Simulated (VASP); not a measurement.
# Pt (Im-3m) in VASP: notebook, part 2 of 2

VASP 6.6.1.

### Step 3. Single point, LDA

This run uses another cell than the first one, of 15.90 Å³/atom, 1.064 times its volume.

INCAR

```
PREC = Accurate
ENCUT = 520
EDIFF = 1E-7
ISMEAR = -1
SIGMA = 0.05
LREAL = F
LASPH = T
NELM = 100
ALGO = Fast
ISIF = 2
LWAVE = F
LCHARG = F
GGA = CA
NBANDS = 11
```

KPOINTS

```
Automatic mesh
0
Gamma
  12 12 12
```

POSCAR

```
Pt
1.0
   -1.5842200000      1.5842200000      1.5842200000
    1.5842200000     -1.5842200000      1.5842200000
    1.5842200000      1.5842200000     -1.5842200000
Pt
1
Direct
    0.0000000000      0.0000000000      0.0000000000
```

Potentials or basis: VASP PAW LDA potentials, release 64 (Pt).

The run is started by

```
$ cat potpaw_LDA.64/Pt/POTCAR > POTCAR
$ mpirun -np 1 vasp_std > vasp.out
```

It took 14 s on 1 thread of AMD EPYC 7R43 (Zen 3), shared host; peak memory 0.09 GiB.

The run converged. Its results:

```
Free energy            : -7.3585 eV
Pressure               : -15.6 GPa
Band gap on the k mesh : zero (band 5 reaches 10.93 eV, above the bottom of band 6 at 8.82 eV)
```

Levels at points of the mesh, in eV from the Fermi level:
| k point | band 3 | band 4 | band 5 | band 6 | band 7 | band 8 |
| --- | --- | --- | --- | --- | --- | --- |
| (0.00, 0.00, 0.00) | -3.40 | -3.40 | -0.89 | -0.89 | 17.14 | 17.14 |
| (0.50, 0.00, 0.00) | -1.08 | -0.57 | 0.35 | 1.10 | 6.30 | 13.31 |
| (0.50, 0.50, 0.50) | 0.58 | 0.58 | 0.58 | 7.68 | 7.68 | 7.68 |

Caveat: spin-orbit coupling is left out, which moves the levels of the heavy elements.

### Step 4. Single point, PBEsol

This run uses another cell than the first one, of 15.27 Å³/atom, 1.021 times its volume.

INCAR

```
ALGO = Fast
EDIFF = 1E-7
ENCUT = 520
GGA = PS
ISIF = 2
ISMEAR = -1
LASPH = True
LCHARG = False
LREAL = False
LWAVE = False
NBANDS = 11
NELM = 100
PREC = Accurate
SIGMA = 0.05
```

KPOINTS

```
k-points
0
Gamma
  12 12 12
```

POSCAR

```
Pt
1.0
   -1.5628089970      1.5628089970      1.5628089970
    1.5628089970     -1.5628089970      1.5628089970
    1.5628089970      1.5628089970     -1.5628089970
Pt
1
Direct
    0.0000000000      0.0000000000      0.0000000000
```

Potentials or basis: VASP PAW PBE potentials, release 64 (Pt).

The run is started by

```
$ cat potpaw_PBE.64/Pt/POTCAR > POTCAR
$ mpirun -np 1 vasp_std > vasp.out
```

Run time: 14 s. Hardware: 1 thread of AMD EPYC 7R43 (Zen 3), shared host; peak memory 0.09 GiB.

It converged, with:

| Item | Value |
| --- | --- |
| Free energy | -6.8691 eV |
| Pressure | -1.7 GPa |
| Band gap on the k mesh | zero (band 5 reaches 11.73 eV, above the bottom of band 6 at 9.44 eV) |

Levels at points of the mesh, in eV from the Fermi level:
```
           k point  band 3  band 4  band 5  band 6  band 7  band 8
(0.00, 0.00, 0.00)   -3.60   -3.60   -0.96   -0.96   17.15   17.15
(0.50, 0.00, 0.00)   -1.15   -0.60    0.17    1.21    6.64   13.31
(0.50, 0.50, 0.50)    0.65    0.65    0.65    7.76    7.76    7.76
```

Caveat: the PAW data sets were made with another functional, which shifts forces and pressure a little; spin-orbit coupling is left out, which moves the levels of the heavy elements.

### Step 5. Single point, PBEsol

This run uses another cell than the first one, of 15.59 Å³/atom, 1.043 times its volume.

INCAR

```
SYSTEM = Pt
PREC = Accurate
ENCUT = 520
EDIFF = 1E-6
ISMEAR = -1
SIGMA = 0.05
LREAL = .False.
LASPH = .True.
NELM = 80
ALGO = Fast
ISIF = 2
LWAVE = .False.
LCHARG = .False.
GGA = PS
NBANDS = 11
```

KPOINTS

```
Automatic mesh
0
Gamma
  12 12 12
  0 0 0
```

POSCAR

```
Pt
1.0
   -1.5735873306      1.5735873306      1.5735873306
    1.5735873306     -1.5735873306      1.5735873306
    1.5735873306      1.5735873306     -1.5735873306
Pt
1
Direct
    0.0000000000      0.0000000000      0.0000000000
```

Potentials or basis: VASP PAW PBE potentials, release 64 (Pt).

The run is started by

```
$ cat potpaw_PBE.64/Pt/POTCAR > POTCAR
$ mpirun -np 1 vasp_std > vasp.out
```

OUTCAR:

```text
SYSTEM = Pt
   PREC = Accurate
   ENCUT = 520
   EDIFF = 1E-6
   ISMEAR = -1
   LREAL = .False.
   LASPH = .True.
   NELM = 80
   ISIF = 2
   GGA = PS

 ion  position               nearest neighbor table
   1  0.000  0.000  0.000-

  LATTYP: Found a body centered cubic cell.
 ALAT       =     3.1471746612

  Lattice vectors:

 A1 = (  -1.5735873306,   1.5735873306,   1.5735873306)
 A2 = (   1.5735873306,  -1.5735873306,   1.5735873306)
 A3 = (   1.5735873306,   1.5735873306,  -1.5735873306)

Analysis of symmetry for initial positions (statically):
[... 507 lines left out ...]
      4       9.2173      2.00000
      5       9.6183      1.99998
      6      13.6507      0.00000
      7      16.2722      0.00000
      8      23.4248      0.00000
      9      24.2657      0.00000
     10      34.4592      0.00000
     11      34.9451      0.00000

 [... further k-points ...]
[... 5 lines left out ...]
  --------------------------------------------------------------------------------------
  -------------------------------------------------------------------------------------
  Total       -0.6767925     -0.6767925     -0.6767925      0.0000000     -0.0000000      0.0000000
  in kB      -69.5718550    -69.5718550    -69.5718550      0.0000000     -0.0000000      0.0000000
  external PRESSURE =     -69.5718550 kB  Pullay stress =       0.0000000 kB

 VOLUME and BASIS-vectors are now :
 -----------------------------------------------------------------------------
  energy-cutoff  :      520.00
  volume of cell :       15.59
      direct lattice vectors                 reciprocal lattice vectors
    -1.573587331  1.573587331  1.573587331     0.000000000  0.317745314  0.317745314
     1.573587331 -1.573587331  1.573587331     0.317745314  0.000000000  0.317745314
     1.573587331  1.573587331 -1.573587331     0.317745314  0.317745314  0.000000000

 POSITION                                       TOTAL-FORCE (eV/Angst)
 -----------------------------------------------------------------------------------
      0.00000      0.00000      0.00000         0.000000      0.000000      0.000000
 -----------------------------------------------------------------------------------
    total drift:                               -0.000000     -0.000000      0.000000

  FREE ENERGIE OF THE ION-ELECTRON SYSTEM (eV)
  ---------------------------------------------------
  free  energy   TOTEN  =        -6.8606018301 eV

  energy  without entropy=       -6.8545862258  energy(sigma->0) =       -6.85759403
```

stdout:

```text
POSCAR found type information on POSCAR Pt
 POSCAR found :  1 types and       1 ions
 scaLAPACK will be used
 -----------------------------------------------------------------------------
|                                                                             |
|                                                                             |
|     You enforced a specific xc type in the INCAR file but a different       |
|     I HOPE YOU KNOW WHAT YOU ARE DOING!                                     |
|                                                                             |
 -----------------------------------------------------------------------------

 LDA part: xc-table for (Slater+PW92), standard interpolation
 POSCAR, INCAR and KPOINTS ok, starting setup
 FFT: planning ... GRIDC
 FFT: planning ... GRID_SOFT
 FFT: planning ... GRID
 WAVECAR not read
 entering main loop
```

Run time: 15 s. Hardware: 1 thread of AMD EPYC 7R43 (Zen 3), shared host; peak memory 0.1 GiB.

What came out:

```
Free energy            : -6.8606 eV
Pressure               : -7.0 GPa
Band gap on the k mesh : zero (band 5 reaches 11.31 eV, above the bottom of band 6 at 9.11 eV)
```

Caveat: the PAW data sets were made with another functional, which shifts forces and pressure a little; spin-orbit coupling is left out, which moves the levels of the heavy elements.

### Step 6. The runs side by side

| level | potentials or basis | cell | gap on the mesh (eV) | pressure (GPa) |
| --- | --- | --- | --- | --- |
| LDA | VASP PAW LDA potentials, release 64 (Pt) | a = 2.688 Å, angles 109.5°, 1 atom | none | -0.1 |
| LDA | VASP PAW LDA potentials, release 64 (Pt) | a = 2.744 Å, angles 109.5°, 1 atom | none | -15.6 |
| PBEsol | VASP PAW PBE potentials, release 64 (Pt) | a = 2.707 Å, angles 109.5°, 1 atom | none | -1.7 |
| PBEsol | VASP PAW PBE potentials, release 64 (Pt) | a = 2.726 Å, angles 109.5°, 1 atom | none | -7.0 |

Alike in all rows: task single point; no spin polarisation; k mesh 12 × 12 × 12; cutoff (eV) 520; smearing fermi-dirac 0.05 eV.

Caveats: spin-orbit coupling is left out, which moves the levels of the heavy elements; the PAW data sets were made with another functional, which shifts forces and pressure a little (some runs).

Total energies depend on the potentials used, so only differences within one code and one set of settings carry meaning.
